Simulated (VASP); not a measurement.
Write the native input for VASP 6.6.1 that does the following.

- Task: single point
- Functional: PBE
- Potentials or basis: VASP PAW PBE potentials, release 64 (Ga_d, P)
- Cutoff: 520 eV
- k mesh: 8 × 6 × 8
- Occupations: fermi-dirac, width 0.02 eV
- Spin: no spin polarisation
- Dipole correction: no
- Further INCAR settings: ALGO = Normal; EDIFF = 1e-07; NBANDS = 26

The structure of GaP (zincblende type) lies in POSCAR:

```
GaP
1.0
   -2.7529909720      2.7529909720      0.0000000000
    0.0000000000      0.0000000000      5.5059819439
    2.7529909720      2.7529909720      0.0000000000
Ga P
2 2
Direct
    0.0000000000      0.0000000000      0.0000000000
    0.5000000000      0.5000000000      0.5000000000
    0.0000000000      0.2500000000      0.5000000000
    0.5000000000      0.7500000000      0.0000000000
```

One way to write it, as run:

INCAR

```
PREC     = Accurate       # precision mode
ENCUT    = 520            # plane-wave cutoff, eV
EDIFF    = 1E-7           # SCF threshold, eV
ISMEAR   = -1             # smearing method
SIGMA    = 0.02           # smearing width, eV
LREAL    = F              # projectors in reciprocal space
LASPH    = T              # aspherical terms in the spheres
NELM     = 100            # most SCF steps
ALGO     = Normal         # electronic algorithm
ISIF     = 2              # what is computed and relaxed
LWAVE    = F              # write WAVECAR
LCHARG   = F              # write CHGCAR
GGA      = PE             # functional
NBANDS   = 26             # bands
```

KPOINTS

```
regular mesh
0
Gamma
  8 6 8
```

Potentials or basis: VASP PAW PBE potentials, release 64 (Ga_d, P).

Run with:

```console
$ cat potpaw_PBE.64/Ga_d/POTCAR potpaw_PBE.64/P/POTCAR > POTCAR
$ mpirun -np 1 vasp_std > vasp.out
```

Results of the run:

The pressure is 0.0 GPa. The band gap on the k mesh is 1.58 eV.

Run time: 94 s on 1 thread of Intel(R) Xeon(R) Platinum 8488C (Sapphire Rapids), on a shared host, peak memory 0.25 GiB.
